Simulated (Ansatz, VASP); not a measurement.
## LiSb2: VASP beside Ansatz

```
Li Sb
1.0
     1.81997    1.05076    6.17632
    -1.81997    1.05076    6.17632
     0.00000   -2.10152    6.17632
Li Sb
1 2
Direct
  0.50000 0.50000 0.50000
  0.72391 0.72391 0.72391
  0.27609 0.27609 0.27609
```

Alike in both runs: functional PBE; dispersion D3(BJ); k mesh 6 × 6 × 6; occupations gaussian, width 0.1 eV; no spin polarisation.

Ansatz relaxed the structure, and its values are those at the end. VASP's run is a single point on that final structure, the one shown.

|  | VASP | Ansatz |
| --- | --- | --- |
| version | VASP 6.6.1 | Ansatz 0.2.0 |
| potentials or method | VASP PAW PBE potentials, release 64 (Li_sv, Sb), cutoff 520 eV | scalar-relativistic, plane waves, PAW |
| valence electrons in the cell | 13 | 33 |

VASP gave:

```
gap on the k mesh at the Fermi level (eV) : none
rms of the force components (eV/Å)        : 0.003
```

Q: Estimate Ansatz's values.

A: gap on the k mesh at the Fermi level (eV): none; rms of the force components (eV/Å): 0.001.

A gap of «none» marks a metal or a gap that the smearing closes. VASP's potentials hold 13 valence electrons a cell and Ansatz's 33, so a difference there can come from the potentials and not from the codes.

Spin-orbit coupling is off throughout. Noted on VASP's run: the cutoff is short for stress, so the pressure is rough.
